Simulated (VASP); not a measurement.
AlGa3N4: single point with r2SCAN

The system is AlGa3N4.

```
CELL_PARAMETERS angstrom
0.00000 -3.16341 0.00000
0.00369 0.00000 -5.47699
10.27784 -1.58171 0.00003
ATOMIC_POSITIONS crystal
Al 0.07718 0.33270 0.84564
Al 0.32718 0.33270 0.34564
Ga 0.45253 0.66494 0.09494
Ga 0.20253 0.66494 0.59494
Ga 0.95251 0.16854 0.09498
Ga 0.70251 0.16854 0.59498
Ga 0.82736 0.83381 0.34528
Ga 0.57736 0.83381 0.84528
N 0.04747 0.65940 0.90506
N 0.29747 0.65940 0.40506
N 0.54799 0.17407 0.90402
N 0.79799 0.17407 0.40402
N 0.92227 0.83381 0.15547
N 0.67227 0.83381 0.65547
N 0.41939 0.33273 0.16123
N 0.16939 0.33273 0.66123
```

This cell differs from its parent crystal: the part above a cut slid along it.

- Program: VASP 6.6.1
- Task: single point
- Functional: r2SCAN
- Potentials or basis: VASP PAW PBE potentials, release 64 (Al, Ga_d, N)
- Cutoff: 520 eV
- k mesh: 7 × 4 × 3
- Occupations: gaussian, width 0.05 eV
- Spin: no spin polarisation

- Pressure: -0.6 GPa
- Largest force: 0.937 eV/Å
- Band gap on the k mesh: 2.13 eV

Forces on the atoms (eV/Å):
```
Al  -0.643  0.002 -0.448
Al   0.328  0.002 -0.077
Ga  -0.108  0.002  0.437
Ga   0.256  0.002  0.019
Ga  -0.009 -0.004  0.356
Ga   0.249 -0.004 -0.017
Ga   0.284 -0.004 -0.095
Ga  -0.493 -0.004 -0.511
N    0.281  0.001  0.894
N   -0.231  0.001  0.059
N    0.233  0.001  0.518
N   -0.267  0.001 -0.109
N    0.250  0.001 -0.572
N   -0.260  0.001  0.060
N    0.340  0.002 -0.583
N   -0.211  0.002  0.070
```

Stress tensor (GPa, compression positive):
```
 4.20  0.00 -2.17
 0.00 -7.06  0.00
-2.17  0.00  0.96
```

Levels at points of the mesh, in eV from the valence-band top:
```tsv
k point	band 59	band 60	band 61	band 62	band 63	band 64	band 65	band 66
(0.00, 0.00, 0.00)	-0.51	-0.23	-0.23	0.00	2.13	3.17	4.57	4.81
(0.00, 0.50, 0.00)	-0.91	-0.69	-0.68	-0.37	3.71	3.92	5.27	5.45
```

It took 71 min on 1 thread of Oxide Virtual Turin-like Processor, with other jobs on the host, peak memory 0.48 GiB.

Caveat: the cell differs from its parent crystal (the part above a cut slid along it); the stress differs along the axes, from -7 to 4 GPa; the PAW data sets were made with another functional, which shifts forces and pressure a little.
